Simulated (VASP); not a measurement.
# CsRe2 (Fm-3m) in VASP: notebook

Runs on CsRe2. Level: PBE. Tasks: single point.

Program: VASP 6.6.1. These are calculated values, not measurements. Logs are shortened: lines on timing, memory, paths and dates and some standing lists are left out, and cuts for length are marked.

## 1. The cell of the first run

Symmetry: Fm-3m, No. 225, cubic system. Conventional cell: a = 6.240 Å, b = 6.240 Å, c = 6.240 Å, α = 90.00°, β = 90.00°, γ = 90.00°. Within 3.6 Å of Cs (site symmetry m-3m) lie 8 Re at 2.70 Å. Re (site symmetry -43m) has 4 Cs at 2.70 Å and 6 Re at 3.12 Å within 3.6 Å.

## 2. Single point, PBE

INCAR reads:

```
ALGO = Normal
EDIFF = 1E-6
ENCUT = 520
GGA = PE
ISIF = 2
ISMEAR = 0
LASPH = True
LCHARG = False
LREAL = False
LWAVE = False
NBANDS = 18
NELM = 100
PREC = Accurate
SIGMA = 0.1
```

KPOINTS reads:

```
k-points
0
Gamma
  4 4 4
```

POSCAR reads:

```
CsRe2
1.0
    0.0000000000      3.1198178290      3.1198178290
    3.1198178290      0.0000000000      3.1198178290
    3.1198178290      3.1198178290      0.0000000000
Cs Re
1 2
Direct
    0.0000000000      0.0000000000      0.0000000000
    0.2500000000      0.2500000000      0.2500000000
    0.7500000000      0.7500000000      0.7500000000
```

Potentials or basis: VASP PAW PBE potentials, release 64 (Cs_sv, Re).

The run is started by

```sh
> cat potpaw_PBE.64/Cs_sv/POTCAR potpaw_PBE.64/Re/POTCAR > POTCAR
> mpirun -np 1 vasp_std > vasp.out
```

OUTCAR:

```text
EDIFF = 1E-6
   ENCUT = 520
   GGA = PE
   ISIF = 2
   ISMEAR = 0
   LASPH = True
   LREAL = False
   NELM = 100
   PREC = Accurate

 ion  position               nearest neighbor table
   1  0.000  0.000  0.000-   3 2.70   3 2.70   3 2.70   2 2.70   2 2.70   2 2.70   3 2.70   2 2.70

   2  0.250  0.250  0.250-   1 2.70   1 2.70   1 2.70   1 2.70   3 3.12   3 3.12   3 3.12   3 3.12
                             3 3.12   3 3.12
   3  0.750  0.750  0.750-   1 2.70   1 2.70   1 2.70   1 2.70   2 3.12   2 3.12   2 3.12   2 3.12
                             2 3.12   2 3.12

  LATTYP: Found a face centered cubic cell.
 ALAT       =     6.2396356580

  Lattice vectors:

 A1 = (   0.0000000000,   3.1198178290,   3.1198178290)
 A2 = (   3.1198178290,   0.0000000000,   3.1198178290)
 A3 = (   3.1198178290,   3.1198178290,   0.0000000000)

Analysis of symmetry for initial positions (statically):
=====================================================================
 Subroutine PRICEL returns:
 Original cell was already a primitive cell.

 Routine SETGRP: Setting up the symmetry group for a
 face centered cubic supercell.

 Subroutine GETGRP returns: Found 48 space group operations
 (whereof 48 operations were pure point group operations)
 out of a pool of 48 trial point group operations.

The static configuration has the point symmetry O_h .

Analysis of symmetry for dynamics (positions and initial velocities):
=====================================================================
 Subroutine PRICEL returns:
 Original cell was already a primitive cell.

 Routine SETGRP: Setting up the symmetry group for a
 face centered cubic supercell.

 Subroutine GETGRP returns: Found 48 space group operations
 (whereof 48 operations were pure point group operations)
 out of a pool of 48 trial point group operations.

The dynamic configuration has the point symmetry O_h .

 Subroutine INISYM returns: Found 48 space group operations
 (whereof 48 operations are pure point group operations),
 and found     1 'primitive' translations

----------------------------------------------------------------------------------------

                                     Primitive cell

  volume of cell :      60.7320

  direct lattice vectors                    reciprocal lattice vectors
     0.000000000  3.119817829  3.119817829    -0.160265768  0.160265768  0.160265768
     3.119817829  0.000000000  3.119817829     0.160265768 -0.160265768  0.160265768
     3.119817829  3.119817829  0.000000000     0.160265768  0.160265768 -0.160265768

  length of vectors
     4.412088686  4.412088686  4.412088686     0.277588453  0.277588453  0.277588453

  position of ions in fractional coordinates (direct lattice)
     0.000000000  0.000000000  0.000000000
     0.250000000  0.250000000  0.250000000
     0.750000000  0.750000000  0.750000000

  ion indices of the primitive-cell ions
   primitive index   ion index
                 1           1
                 2           2
                 3           3

----------------------------------------------------------------------------------------

 KPOINTS: k-points

Automatic generation of k-mesh.
 Grid dimensions read from file:
 generate k-points for:    4    4    4

 Generating k-lattice:

  Cartesian coordinates                     Fractional coordinates (reciprocal lattice)
    -0.040066442  0.040066442  0.040066442     0.250000000  0.000000000  0.000000000
     0.040066442 -0.040066442  0.040066442     0.000000000  0.250000000  0.000000000
     0.040066442  0.040066442 -0.040066442     0.000000000  0.000000000  0.250000000

  Length of vectors
     0.069397113  0.069397113  0.069397113

  Shift w.r.t. Gamma in fractional coordinates (k-lattice)
     0.000000000  0.000000000  0.000000000

 Subroutine IBZKPT returns following result:
 ===========================================

 Found      8 irreducible k-points:

 Following reciprocal coordinates:
            Coordinates               Weight
  0.000000  0.000000  0.000000      1.000000
  0.250000  0.000000  0.000000      8.000000
  0.500000  0.000000  0.000000      4.000000
  0.250000  0.250000  0.000000      6.000000
  0.500000  0.250000  0.000000     24.000000
 -0.250000  0.250000  0.000000     12.000000
  0.500000  0.500000  0.000000      3.000000
 -0.250000  0.500000  0.250000      6.000000
   k-points           NKPTS =      8   k-points in BZ     NKDIM =      8   number of bands    NBANDS=     18
   number of dos      NEDOS =    301   number of ions     NIONS =      3
   total plane-waves  NPLWV =  46656
   dimension x,y,z NGX =    36 NGY =   36 NGZ =   36
   dimension x,y,z NGXF=    72 NGYF=   72 NGZF=   72
   ions per type =               1   2
   NGX,Y,Z   is equivalent  to a cutoff of  13.56, 13.56, 13.56 a.u.
   NGXF,Y,Z  is equivalent  to a cutoff of  27.13, 27.13, 27.13 a.u.
 SYSTEM =  unknown system
   PREC   = accura    normal or accurate (medium, high low for compatibility)
   ISTART =      0    job   : 0-new  1-cont  2-samecut
   ICHARG =      2    charge: 1-file 2-atom 10-const
   ISPIN  =      1    spin polarized calculation?
   LNONCOLLINEAR =      F non collinear calculations
   LSORBIT =      F    spin-orbit coupling
   LASPH  =      T    aspherical Exc in radial PAW
   ENCUT  =  520.0 eV  38.22 Ry    6.18 a.u.   8.20  8.20  8.20*2*pi/ulx,y,z
   NELM   =    100;   NELMIN=  2; NELMDL= -5     # of ELM steps
   EDIFF  = 0.1E-05   stopping-criterion for ELM
   LREAL  =      F    real-space projection
   EDIFFG = 0.1E-04   stopping-criterion for IOM
   NSW    =      0    number of steps for IOM
   IBRION =     -1    ionic relax: 0-MD 1-quasi-New 2-CG
   NFREE  =      0    steps in history (QN), initial steepest desc. (CG)
   ISIF   =      2    stress and relaxation
   ISYM   =      2    0-nonsym 1-usesym 2-fastsym
   POTIM  = 0.5000    time-step for ionic-motion
   TEBEG  =    0.0;   TEEND  =   0.0 temperature during run
   PSTRESS=    0.0 pullay stress
   NELECT =      23.0000    total number of electrons
   NUPDOWN=      -1.0000    fix difference up-down
   EMIN   =  10.00;   EMAX   =-10.00  energy-range for DOS
   EFERMI =   0.00;   METHOD = LEGACY
   ISMEAR =     0;   SIGMA  =   0.10  broadening in eV -4-tet -1-fermi 0-gaus
   EFERMI_NEDOS =   21; number of points for ismear=-14 and -15
   IALGO  =     38    algorithm
   IMIX   =      4    mixing-type and parameters
     AMIX     =   0.40;   BMIX     =  1.00
     AMIX_MAG =   1.60;   BMIX_MAG =  1.00
  volume/ion in A,a.u.               =      20.24       136.61
  Fermi-wavevector in a.u.,A,eV,Ry     =   1.184436  2.238259 19.087454  1.402888
  Thomas-Fermi vector in A             =   2.320650
   LORBIT       =      0    0 simple, 1 ext, 2 COOP (PROOUT), +10 PAW based schemes
   GGA     = PE    functional components
   LHFCALC =     F    Hartree Fock is set to
   AEXX    =    0.0000 exact exchange contribution
   IVDW    =     0    specifies the selected vdW correction
   LEPSILON=     F    determine dielectric tensor
   LRPA    =     F    only Hartree local field effects (RPA)
 non-spin polarized calculation
 Gauss-broadening in eV      SIGMA  =   0.10
  energy-cutoff  :      520.00
  volume of cell :       60.73
 maximum number of plane-waves:      1660
 NGX is ok and might be reduce to    36
   NGX = 17   NGY = 17   NGZ = 17

 number of electron      22.9999999 magnetization

 Free energy of the ion-electron system (eV)
  ---------------------------------------------------
  ext. energy  EPLUGINS =         0.00000000
  ---------------------------------------------------
  free energy    TOTEN  =       -14.28246008 eV

  energy without entropy =      -14.24223067  energy(sigma->0) =      -14.26234537

 E-fermi :   5.8917     XC(G=0): -11.9246

 val. band max:        5.8915099154   @ k =   0.2500   0.0000   0.0000
 cond. band min:       5.9463362954   @ k =  -0.2500   0.2500   0.0000
 fundamental gap:      0.0548263800
 Fermi energy:         5.8916769046

 k-point     1 :       0.0000    0.0000    0.0000
  band No.  band energies     occupation
      1     -17.3039      2.00000
      2      -4.8747      2.00000
      3      -4.8747      2.00000
      4      -4.8747      2.00000
      5       1.6763      2.00000
      6       1.8758      2.00000
      7       1.8758      2.00000
      8       5.8761      1.17402
      9       5.8761      1.17401
     10       5.8761      1.17401
     11       6.5478      0.00000
     12       6.5478      0.00000
     13       6.5478      0.00000
     14       8.2473      0.00000
     15       8.2473      0.00000
     16       8.7017      0.00000
     17       8.7017      0.00000
     18       8.7017      0.00000

 k-point     2 :       0.2500    0.0000    0.0000
  band No.  band energies     occupation
      1     -17.2006      2.00000
      2      -5.1927      2.00000
      3      -4.7664      2.00000
      4      -4.7664      2.00000
      5       2.3760      2.00000
      6       2.3760      2.00000
      7       3.0534      2.00000
      8       4.3942      2.00000
      9       4.8157      2.00000
     10       4.8157      2.00000
     11       5.8915      1.00188
     12       6.2456      0.00000
     13       6.2456      0.00000
     14       7.2940      0.00000
     15       7.2940      0.00000
     16       8.1493      0.00000
     17      10.7602      0.00000
     18      10.7602      0.00000

 k-point     3 :       0.5000    0.0000    0.0000
  band No.  band energies     occupation
      1     -17.0958      2.00000
      2      -5.4021      2.00000
      3      -4.6531      2.00000
      4      -4.6531      2.00000
      5       3.1847      2.00000
      6       3.4109      2.00000
      7       3.4109      2.00000
      8       3.8359      2.00000
      9       4.1591      2.00000
     10       4.1591      2.00000
     11       4.6053      2.00000
     12       4.6053      2.00000
     13       6.0163      0.07801
     14       7.6958      0.00000
     15       7.6958      0.00000
     16       8.7180      0.00000
     17      11.5309      0.00000
     18      11.5311      0.00000

 k-point     4 :       0.2500    0.2500    0.0000
  band No.  band energies     occupation
      1     -17.1672      2.00000
      2      -5.4134      2.00000
      3      -4.6641      2.00000
      4      -4.6641      2.00000
      5       2.2938      2.00000
      6       2.3718      2.00000
      7       3.5265      2.00000
      8       3.8435      2.00000
      9       4.4926      2.00000
     10       4.4926      2.00000
     11       5.7864      1.86330
     12       6.5382      0.00000
     13       6.8761      0.00000
     14       6.8761      0.00000
     15       8.1826      0.00000
     16       9.6488      0.00000
     17       9.7458      0.00000
     18       9.7458      0.00000

 k-point     5 :       0.5000    0.2500    0.0000
  band No.  band energies     occupation
      1     -17.0640      2.00000
      2      -5.4366      2.00000
      3      -4.7755      2.00000
      4      -4.5577      2.00000
      5       2.4517      2.00000
      6       2.6256      2.00000
      7       2.9934      2.00000
      8       3.7668      2.00000
      9       4.2721      2.00000
     10       5.3169      2.00000
     11       5.3311      2.00000
     12       5.8382      1.55031
     13       6.6306      0.00000
     14       6.7505      0.00000
     15       7.6010      0.00000
     16       9.2958      0.00000
     17      11.0536      0.00000
     18      11.5505      0.00000

 k-point     6 :      -0.2500    0.2500    0.0000
  band No.  band energies     occupation
      1     -17.0977      2.00000
      2      -5.2198      2.00000
      3      -4.8988      2.00000
      4      -4.6634      2.00000
      5       2.6185      2.00000
      6       2.8687      2.00000
      7       3.3234      2.00000
      8       3.8415      2.00000
      9       4.0016      2.00000
     10       5.2880      2.00000
     11       5.4587      2.00000
     12       5.5113      2.00000
     13       5.9463      0.43952
     14       6.7713      0.00000
     15       7.7023      0.00000
     16       9.4496      0.00000
     17       9.6476      0.00000
     18      13.0224      0.00000

 k-point     7 :       0.5000    0.5000    0.0000
  band No.  band energies     occupation
      1     -17.0310      2.00000
      2      -5.7879      2.00000
      3      -4.4602      2.00000
      4      -4.4602      2.00000
      5       1.6683      2.00000
      6       2.1691      2.00000
      7       2.8013      2.00000
      8       4.4361      2.00000
      9       4.4361      2.00000
     10       5.4604      2.00000
     11       5.4604      2.00000
     12       5.9822      0.20054
     13       6.6772      0.00000
     14       8.0949      0.00000
     15       8.1191      0.00000
     16       9.4661      0.00000
     17      10.0732      0.00000
     18      11.3118      0.00000

 k-point     8 :      -0.2500    0.5000    0.2500
  band No.  band energies     occupation
      1     -17.0305      2.00000
      2      -5.1699      2.00000
      3      -5.1699      2.00000
      4      -4.4672      2.00000
      5       2.4131      2.00000
      6       2.5160      2.00000
      7       2.5160      2.00000
      8       4.4598      2.00000
      9       4.4598      2.00000
     10       4.7465      2.00000
     11       4.8614      2.00000
     12       5.9628      0.31463
     13       7.0834      0.00000
     14       7.0834      0.00000
     15       8.9008      0.00000
     16       9.6878      0.00000
     17       9.6878      0.00000
     18      10.9459      0.00000

------------------------ aborting loop because EDIFF is reached ----------------------------------------

  FORCE on cell =-STRESS in cart. coord.  units (eV):
  Direction    XX          YY          ZZ          XY          YZ          ZX
  --------------------------------------------------------------------------------------
  -------------------------------------------------------------------------------------
  Total        2.0771231      2.0771231      2.0771231      0.0000000     -0.0000000      0.0000000
  in kB       54.7967894     54.7967894     54.7967894      0.0000000     -0.0000000      0.0000000
  external PRESSURE =      54.7967894 kB  Pullay stress =       0.0000000 kB

 VOLUME and BASIS-vectors are now :
 -----------------------------------------------------------------------------
  energy-cutoff  :      520.00
  volume of cell :       60.73
      direct lattice vectors                 reciprocal lattice vectors
     0.000000000  3.119817829  3.119817829    -0.160265768  0.160265768  0.160265768
     3.119817829  0.000000000  3.119817829     0.160265768 -0.160265768  0.160265768
     3.119817829  3.119817829  0.000000000     0.160265768  0.160265768 -0.160265768

 POSITION                                       TOTAL-FORCE (eV/Angst)
 -----------------------------------------------------------------------------------
      0.00000      0.00000      0.00000         0.000000      0.000000     -0.000000
      1.55991      1.55991      1.55991        -0.000000      0.000000      0.000000
      4.67973      4.67973      4.67973        -0.000000     -0.000000      0.000000
 -----------------------------------------------------------------------------------
    total drift:                                0.000000      0.000000      0.000000

  FREE ENERGIE OF THE ION-ELECTRON SYSTEM (eV)
  ---------------------------------------------------
  free  energy   TOTEN  =       -14.2824600766 eV

  energy  without entropy=      -14.2422306696  energy(sigma->0) =      -14.26234537
```

It took 7.9 s on 1 thread of Intel Xeon 6975P-C (Granite Rapids), shared host; peak memory 0.19 GiB.

Results:

```yaml
Free_energy: -14.2825 eV
Pressure: 5.5 GPa
Band_gap_on_the_k_mesh: zero (an odd number of electrons rules out a gap without spin polarisation)
```

Caveat: the k points lie up to 0.44 Å⁻¹ apart, too coarse for converged energies and pressures of a metal; spin-orbit coupling is left out, which moves the levels of the heavy elements.

(Continued in part 2 of 2.)
